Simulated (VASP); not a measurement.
Wanted: the native input for a VASP 6.6.1 run.

```yaml
Task: relaxation of the atoms
Functional: PBE
Potentials_or_basis: VASP PAW PBE potentials, release 64 (Be, S)
Cutoff: 520 eV
k_mesh: 1 × 1 × 1, shifted
Occupations: gaussian, width 0.1 eV
Spin: no spin polarisation
Dipole_correction: no
Further_INCAR_settings: ALGO = Normal; EDIFF = 1e-07; IBRION = 2; EDIFFG = -0.06; NSW = 25
```

The structure of BeS lies in POSCAR:

```
BeS
1.0
    0.0000000000      2.4351516489      2.4351516489
    2.4351516489      0.0000000000      2.4351516489
    2.4351516489      2.4351516489      0.0000000000
Be S
1 1
Direct
    0.0000000000      0.0000000000      0.0000000000
    0.7500000000      0.7500000000      0.7500000000
```

One way to write it, as run:

INCAR

```
  ALGO = Normal
  EDIFF = 1E-7
  EDIFFG = -0.06
  ENCUT = 520
  GGA = PE
  IBRION = 2
  ISIF = 2
  ISMEAR = 0
  LASPH = T
  LCHARG = F
  LREAL = F
  LWAVE = F
  NELM = 60
  NSW = 25
  PREC = Accurate
  SIGMA = 0.1
```

KPOINTS

```
Automatic mesh
0
Gamma
  1 1 1
  0.05 0.8 0.8
```

Potentials or basis: VASP PAW PBE potentials, release 64 (Be, S).

Command:

```bash
$ cat potpaw_PBE.64/Be/POTCAR potpaw_PBE.64/S/POTCAR > POTCAR
$ mpirun -np 1 vasp_std > vasp.out
```

Results of the run:

- Pressure after relaxing: 28.5 GPa
- Band gap on the k mesh: 5.84 eV

Caveat: the k points lie up to 2.23 Å⁻¹ apart; the relaxation stopped at its first step, so nothing moved.

Wall time 4.9 s on 1 thread of Intel Xeon 6975P-C (shared host), peak memory 0.14 GiB.
